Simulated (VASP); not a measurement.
A run of VASP 6.6.1:

Contents of INCAR:

```
PREC     = Accurate       # precision mode
ENCUT    = 520            # plane-wave cutoff, eV
EDIFF    = 1E-6           # SCF threshold, eV
ISMEAR   = 0              # smearing method
SIGMA    = 0.1            # smearing width, eV
LREAL    = False          # projectors in reciprocal space
LASPH    = True           # aspherical terms in the spheres
NELM     = 80             # most SCF steps
ALGO     = Normal         # electronic algorithm
ISIF     = 2              # what is computed and relaxed
LWAVE    = False          # write WAVECAR
LCHARG   = False          # write CHGCAR
GGA      = PE             # functional
NBANDS   = 41             # bands
```

Contents of KPOINTS:

```
regular mesh
0
Gamma
  4 4 6
```

POSCAR

```
Ga2S
1.0
    5.7029760749      0.0000000000      0.0000000000
    0.0000000000      5.7029760749      0.0000000000
    0.0000000000      0.0000000000      3.6732926003
Ga S
4 2
Direct
    0.3060000000      0.3060000000      0.0000000000
    0.1940000000      0.8060000000      0.5000000000
    0.6940000000      0.6940000000      0.0000000000
    0.8060000000      0.1940000000      0.5000000000
    0.0000000000      0.0000000000      0.0000000000
    0.5000000000      0.5000000000      0.5000000000
```

Potentials or basis: VASP PAW PBE potentials, release 64 (Ga_d, S).

Command:

```bash
$ cat potpaw_PBE.64/Ga_d/POTCAR potpaw_PBE.64/S/POTCAR > POTCAR
$ mpirun -np 1 vasp_std > vasp.out
```

Hardware: 1 thread of Intel Xeon 8259CL (shared host).

Task: How long does it take, and how much memory?

Result: It took 2.8 min on 1 thread of Intel Xeon 8259CL, with other jobs on the host, peak memory 0.26 GiB. Counts: scf iterations 13, k points 24.
